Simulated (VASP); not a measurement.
# Li in VASP: notebook, part 2 of 3

VASP 6.6.1.

## (3) Electric field gradients, PBE (zz strain of -3 %)

File INCAR:

```
SYSTEM = Li
  PREC = Accurate
  ENCUT = 520
  EDIFF = 1E-8
  ISMEAR = -1
  SIGMA = 0.08
  LREAL = .False.
  LASPH = .True.
  NELM = 100
  ALGO = Normal
  ISIF = 2
  LWAVE = .False.
  LCHARG = .False.
  GGA = PE
  LEFG = .True.
  NBANDS = 10
```

File KPOINTS:

```
regular mesh
0
Gamma
  15 15 8
  0 0 0
```

File POSCAR:

```
Li
1.0
    3.1110021516      0.0000000000      0.0000000000
   -1.5555010758      2.6942068945      0.0000000000
    0.0000000000      0.0000000000      4.9402100000
Li
2
Direct
    0.3333333333      0.6666666667      0.2500000000
    0.6666666667      0.3333333333      0.7500000000
```

Potentials or basis: VASP PAW PBE potentials, release 64 (Li_sv).

Started as:

```console
cat potpaw_PBE.64/Li_sv/POTCAR > POTCAR
mpirun -np 1 vasp_std > vasp.out
```

OUTCAR:

```text
SYSTEM = Li
   PREC = Accurate
   ENCUT = 520
   EDIFF = 1E-8
   ISMEAR = -1
   LREAL = .False.
   LASPH = .True.
   NELM = 100
   ISIF = 2
   GGA = PE

 ion  position               nearest neighbor table
   1  0.333  0.667  0.250-
   2  0.667  0.333  0.750-

  LATTYP: Found a hexagonal cell.
 ALAT       =     3.1110021516
 C/A-ratio  =     1.5879802582

  Lattice vectors:

 A1 = (   3.1110021516,   0.0000000000,   0.0000000000)
 A2 = (  -1.5555010758,   2.6942068945,   0.0000000000)
 A3 = (   0.0000000000,   0.0000000000,   4.9402100000)

Analysis of symmetry for initial positions (statically):
=====================================================================
 Subroutine PRICEL returns:
 Original cell was already a primitive cell.

 Routine SETGRP: Setting up the symmetry group for a
 hexagonal supercell.

 Subroutine GETGRP returns: Found 24 space group operations
 (whereof 12 operations were pure point group operations)
 out of a pool of 24 trial point group operations.

The static configuration has the point symmetry D_3d.
 The point group associated with its full space group is D_6h.

Analysis of symmetry for dynamics (positions and initial velocities):
=====================================================================
 Subroutine PRICEL returns:
 Original cell was already a primitive cell.

 Routine SETGRP: Setting up the symmetry group for a
 hexagonal supercell.

 Subroutine GETGRP returns: Found 24 space group operations
 (whereof 12 operations were pure point group operations)
 out of a pool of 24 trial point group operations.

The dynamic configuration has the point symmetry D_3d.
 The point group associated with its full space group is D_6h.

 Subroutine INISYM returns: Found 24 space group operations
 (whereof 12 operations are pure point group operations),
 and found     1 'primitive' translations

----------------------------------------------------------------------------------------

                                     Primitive cell

  volume of cell :      41.4073

  direct lattice vectors                    reciprocal lattice vectors
     3.111002152  0.000000000  0.000000000     0.321439829  0.185583372  0.000000000
    -1.555501076  2.694206895  0.000000000     0.000000000  0.371166744  0.000000000
     0.000000000  0.000000000  4.940210000     0.000000000  0.000000000  0.202420545

  length of vectors
     3.111002152  3.111002152  4.940210000     0.371166744  0.371166744  0.202420545

  position of ions in fractional coordinates (direct lattice)
     0.333333333  0.666666667  0.250000000
     0.666666667  0.333333333  0.750000000

  ion indices of the primitive-cell ions
   primitive index   ion index
                 1           1
                 2           2

----------------------------------------------------------------------------------------

 KPOINTS: regular mesh

Automatic generation of k-mesh.
[... 80 lines left out ...]
   EFERMI =   0.00;   METHOD = LEGACY
   ISMEAR =    -1;   SIGMA  =   0.08  broadening in eV -4-tet -1-fermi 0-gaus
   EFERMI_NEDOS =   21; number of points for ismear=-14 and -15
   IALGO  =     38    algorithm
   IMIX   =      4    mixing-type and parameters
     AMIX     =   0.40;   BMIX     =  1.00
     AMIX_MAG =   1.60;   BMIX_MAG =  1.00
  volume/ion in A,a.u.               =      20.70       139.72
  Fermi-wavevector in a.u.,A,eV,Ry     =   0.859870  1.624920 10.059837  0.739377
  Thomas-Fermi vector in A             =   1.977290
   LORBIT       =      0    0 simple, 1 ext, 2 COOP (PROOUT), +10 PAW based schemes
   GGA     = PE    functional components
   LHFCALC =     F    Hartree Fock is set to
   AEXX    =    0.0000 exact exchange contribution
   IVDW    =     0    specifies the selected vdW correction
   LEPSILON=     F    determine dielectric tensor
   LRPA    =     F    only Hartree local field effects (RPA)
 non-spin polarized calculation
  energy-cutoff  :      520.00
  volume of cell :       41.41
 maximum number of plane-waves:      1134
 NGX is ok and might be reduce to    24
   NGX = 11   NGY = 11   NGZ = 19

 number of electron       5.9999993 magnetization

 Free energy of the ion-electron system (eV)
  ---------------------------------------------------
  ext. energy  EPLUGINS =         0.00000000
  ---------------------------------------------------
  free energy    TOTEN  =        -3.81968942 eV

  energy without entropy =       -3.79858763  energy(sigma->0) =       -3.80913853

 E-fermi :   0.5608     XC(G=0):  -6.9928

 val. band max:        0.5567031238   @ k =   0.4667   0.0667   0.1250
 cond. band min:       0.5624429991   @ k =   0.0667   0.0667   0.1250
 fundamental gap:      0.0057398753
 Fermi energy:         0.5607752550

 k-point     1 :       0.0000    0.0000    0.0000
  band No.  band energies     occupation
      1     -46.0002      2.00000
      2     -45.9819      2.00000
      3      -2.9663      2.00000
      4       0.7127      0.26056
      5       3.6429      0.00000
      6      12.5102      0.00000
      7      12.5103      0.00000
      8      13.9474      0.00000
      9      13.9475      0.00000
     10      15.2571      0.00000
[... 287 lines left out ...]
 k-point    24 :       0.4000    0.2000    0.0000
  band No.  band energies     occupation
      1     -45.9824      2.00000
      2     -45.9788      2.00000
      3       0.9999      0.00823
      4       1.9628      0.00000
      5       4.7007      0.00000
      6       5.8287      0.00000
      7       6.8971      0.00000
      8       6.9002      0.00000
      9      10.5241      0.00000
     10      10.8374      0.00000

 [... further k-points ...]

------------------------ aborting loop because EDIFF is reached ----------------------------------------

  FORCE on cell =-STRESS in cart. coord.  units (eV):
  Direction    XX          YY          ZZ          XY          YZ          ZX
  --------------------------------------------------------------------------------------
  -------------------------------------------------------------------------------------
  Total       -0.1387155     -0.1387155     -0.0006835      0.0000000      0.0000000      0.0000000
  in kB       -5.3673389     -5.3673389     -0.0264458      0.0000000      0.0000000      0.0000000
  external PRESSURE =      -3.5870412 kB  Pullay stress =       0.0000000 kB

 VOLUME and BASIS-vectors are now :
 -----------------------------------------------------------------------------
  energy-cutoff  :      520.00
  volume of cell :       41.41
      direct lattice vectors                 reciprocal lattice vectors
     3.111002152  0.000000000  0.000000000     0.321439829  0.185583372  0.000000000
    -1.555501076  2.694206895  0.000000000     0.000000000  0.371166744  0.000000000
     0.000000000  0.000000000  4.940210000     0.000000000  0.000000000  0.202420545

 POSITION                                       TOTAL-FORCE (eV/Angst)
 -----------------------------------------------------------------------------------
     -0.00000      1.79614      1.23505        -0.000000      0.000000      0.000000
      1.55550      0.89807      3.70516         0.000000     -0.000000      0.000000
 -----------------------------------------------------------------------------------
    total drift:                               -0.000000      0.000000      0.000000

  FREE ENERGIE OF THE ION-ELECTRON SYSTEM (eV)
  ---------------------------------------------------
  free  energy   TOTEN  =        -3.8196894186 eV

  energy  without entropy=       -3.7985876324  energy(sigma->0) =       -3.80913853

 Electric field gradients (V/A^2)
---------------------------------------------------------------------
 ion       V_xx      V_yy      V_zz      V_xy      V_xz      V_yz
---------------------------------------------------------------------
   1      -0.070    -0.071     0.141    -0.001     0.000    -0.000
   2      -0.070    -0.071     0.141    -0.001    -0.000     0.000
---------------------------------------------------------------------

 Electric field gradients after diagonalization (V/A^2)
 (convention: |V_zz| > |V_xx| > |V_yy|)
----------------------------------------------------------------------
 ion       V_xx      V_yy      V_zz     asymmetry (V_yy - V_xx)/ V_zz
----------------------------------------------------------------------
   1      -0.072    -0.069     0.141       0.018
   2      -0.072    -0.069     0.141       0.018
----------------------------------------------------------------------

           NMR quadrupolar parameters

 Cq : quadrupolar parameter    Cq=e*Q*V_zz/h
 eta: asymmetry parameters     (V_yy - V_xx)/ V_zz
 Q  : nuclear electric quadrupole moment in mb (millibarn)
----------------------------------------------------------------------
 ion       Cq(MHz)       eta       Q (mb)
----------------------------------------------------------------------
   1       0.000       0.018       1.000
   2       0.000       0.018       1.000
----------------------------------------------------------------------
```

stdout:

```text
POSCAR found type information on POSCAR Li
 POSCAR found :  1 types and       2 ions
 scaLAPACK will be used
 LDA part: xc-table for (Slater+PW92), standard interpolation
 POSCAR, INCAR and KPOINTS ok, starting setup
 FFT: planning ... GRIDC
 FFT: planning ... GRID_SOFT
 FFT: planning ... GRID
 WAVECAR not read
 entering main loop
ion   1

ion   2
```

It took 56 s on 1 thread of Intel Xeon 8259CL, shared host; peak memory 0.18 GiB.

What came out:

| Quantity | Value |
| --- | --- |
| Free energy | -3.8197 eV |
| Band gap on the k mesh | zero (bands 3 and 4 overlap by 4.44 eV) |
| Largest electric field gradient by atom | Li +0.14 V/Å² |

Levels at points of the mesh, in eV from the Fermi level:
```
           k point  band 1  band 2  band 3  band 4  band 5  band 6  band 7  band 8
(0.00, 0.00, 0.00)  -46.56  -46.54   -3.53    0.15    3.08   11.95   11.95   13.39
(0.00, 0.00, 0.50)  -46.55  -46.55   -2.38   -2.38    8.30    8.30   12.91   12.91
```

Caveat: the cell differs from its parent crystal (zz strain of -3 %); the cutoff is under 1.25 times the usual one of these potentials, so pressure, stress and relaxed cells hold a basis-set (Pulay) error; without QUAD_EFG the Cq values of the log hold for a quadrupole moment of 1 mb, not for the nuclei.

## (4) Electric field gradients, PBE (z stretched by -3 % at fixed volume)

File INCAR:

```
PREC = Accurate ; ENCUT = 520
EDIFF = 1E-8 ; ISMEAR = -1
SIGMA = 0.08 ; LREAL = False
LASPH = True ; NELM = 100
ALGO = Normal ; ISIF = 2
LWAVE = False ; LCHARG = False
GGA = PE ; LEFG = True
NBANDS = 10
```

File KPOINTS:

```
Automatic mesh
0
Gamma
  15 15 8
```

File POSCAR:

```
Li
1.0
    3.1587441042      0.0000000000      0.0000000000
   -1.5793720521      2.7355526383      0.0000000000
    0.0000000000      0.0000000000      4.9402100000
Li
2
Direct
    0.3333333333      0.6666666667      0.2500000000
    0.6666666667      0.3333333333      0.7500000000
```

Potentials or basis: VASP PAW PBE potentials, release 64 (Li_sv).

Started as:

```console
cat potpaw_PBE.64/Li_sv/POTCAR > POTCAR
mpirun -np 1 vasp_std > vasp.out
```

OUTCAR:

```text
PREC = Accurate
   ENCUT = 520
   EDIFF = 1E-8
   ISMEAR = -1
   LREAL = False
   LASPH = True
   NELM = 100
   ISIF = 2
   GGA = PE

 ion  position               nearest neighbor table
   1  0.333  0.667  0.250-
   2  0.667  0.333  0.750-

  LATTYP: Found a hexagonal cell.
 ALAT       =     3.1587441042
 C/A-ratio  =     1.5639791756

  Lattice vectors:

 A1 = (   3.1587441042,   0.0000000000,   0.0000000000)
 A2 = (  -1.5793720521,   2.7355526383,   0.0000000000)
 A3 = (   0.0000000000,   0.0000000000,   4.9402100000)

Analysis of symmetry for initial positions (statically):
=====================================================================
 Subroutine PRICEL returns:
 Original cell was already a primitive cell.

 Routine SETGRP: Setting up the symmetry group for a
 hexagonal supercell.

 Subroutine GETGRP returns: Found 24 space group operations
[... 500 lines left out ...]
  energy-cutoff  :      520.00
  volume of cell :       42.69
      direct lattice vectors                 reciprocal lattice vectors
     3.158744104  0.000000000  0.000000000     0.316581517  0.182778424  0.000000000
    -1.579372052  2.735552638  0.000000000     0.000000000  0.365556848  0.000000000
     0.000000000  0.000000000  4.940210000     0.000000000  0.000000000  0.202420545

 POSITION                                       TOTAL-FORCE (eV/Angst)
 -----------------------------------------------------------------------------------
     -0.00000      1.82370      1.23505        -0.000000      0.000000      0.000000
      1.57937      0.91185      3.70516         0.000000     -0.000000      0.000000
 -----------------------------------------------------------------------------------
    total drift:                                0.000000     -0.000000      0.000000

  FREE ENERGIE OF THE ION-ELECTRON SYSTEM (eV)
  ---------------------------------------------------
  free  energy   TOTEN  =        -3.8144672875 eV

  energy  without entropy=       -3.7935572129  energy(sigma->0) =       -3.80401225

 Electric field gradients (V/A^2)
---------------------------------------------------------------------
 ion       V_xx      V_yy      V_zz      V_xy      V_xz      V_yz
---------------------------------------------------------------------
   1      -0.100    -0.105     0.205    -0.004    -0.000     0.000
   2      -0.100    -0.105     0.205    -0.004     0.000    -0.000
---------------------------------------------------------------------

 Electric field gradients after diagonalization (V/A^2)
 (convention: |V_zz| > |V_xx| > |V_yy|)
----------------------------------------------------------------------
 ion       V_xx      V_yy      V_zz     asymmetry (V_yy - V_xx)/ V_zz
----------------------------------------------------------------------
   1      -0.107    -0.098     0.205       0.046
   2      -0.107    -0.098     0.205       0.046
----------------------------------------------------------------------

           NMR quadrupolar parameters

 Cq : quadrupolar parameter    Cq=e*Q*V_zz/h
 eta: asymmetry parameters     (V_yy - V_xx)/ V_zz
 Q  : nuclear electric quadrupole moment in mb (millibarn)
----------------------------------------------------------------------
 ion       Cq(MHz)       eta       Q (mb)
----------------------------------------------------------------------
   1       0.000       0.046       1.000
   2       0.000       0.046       1.000
----------------------------------------------------------------------
```

OSZICAR:

```text
N       E                     dE             d eps       ncg     rms          rms(c)
DAV:   1     0.176943246688E+02    0.17694E+02   -0.32540E+03  2700   0.562E+02
DAV:   2    -0.867275895567E+00   -0.18562E+02   -0.18052E+02  3370   0.111E+02
DAV:   3    -0.376737787002E+01   -0.29001E+01   -0.28841E+01  4598   0.331E+01
DAV:   4    -0.381749869754E+01   -0.50121E-01   -0.50060E-01  3504   0.494E+00
DAV:   5    -0.381813997806E+01   -0.64128E-03   -0.64121E-03  3740   0.502E-01    0.353E-01
DAV:   6    -0.381567793355E+01    0.24620E-02   -0.61694E-04  4858   0.121E-01    0.200E-01
DAV:   7    -0.381447485204E+01    0.12031E-02   -0.12497E-03  5232   0.164E-01    0.363E-02
DAV:   8    -0.381447557679E+01   -0.72475E-06   -0.20777E-05  3126   0.406E-02    0.206E-03
DAV:   9    -0.381447006455E+01    0.55122E-05   -0.11631E-06  4688   0.103E-02    0.612E-04
DAV:  10    -0.381446734248E+01    0.27221E-05   -0.64874E-08  3138   0.194E-03    0.169E-04
DAV:  11    -0.381446724585E+01    0.96626E-07   -0.46731E-09  2226   0.608E-04    0.648E-05
DAV:  12    -0.381446729646E+01   -0.50607E-07   -0.13897E-09  1744   0.358E-04    0.131E-05
DAV:  13    -0.381446728508E+01    0.11379E-07   -0.22522E-10  1614   0.171E-04    0.302E-06
DAV:  14    -0.381446728753E+01   -0.24520E-08   -0.43108E-11  1544   0.712E-05
   1 F= -.38144673E+01 E0= -.38040123E+01  d E =-.209101E-01
```

stdout:

```text
POSCAR found type information on POSCAR Li
 POSCAR found :  1 types and       2 ions
 scaLAPACK will be used
 LDA part: xc-table for (Slater+PW92), standard interpolation
 POSCAR, INCAR and KPOINTS ok, starting setup
 FFT: planning ... GRIDC
 FFT: planning ... GRID_SOFT
 FFT: planning ... GRID
 WAVECAR not read
 entering main loop
ion   1

ion   2
```

Run time: 1.8 min. Hardware: 1 thread of AMD EPYC 7R43 (Zen 3), shared host; peak memory 0.13 GiB.

Results:

- Free energy: -3.8145 eV
- Band gap on the k mesh: zero (bands 3 and 4 overlap by 4.32 eV)
- Largest electric field gradient by atom: Li +0.20 V/Å²

Caveat: the cutoff is under 1.25 times the usual one of these potentials, so pressure, stress and relaxed cells hold a basis-set (Pulay) error; without QUAD_EFG the Cq values of the log hold for a quadrupole moment of 1 mb, not for the nuclei.

(Part 2 of 3 ends here.)
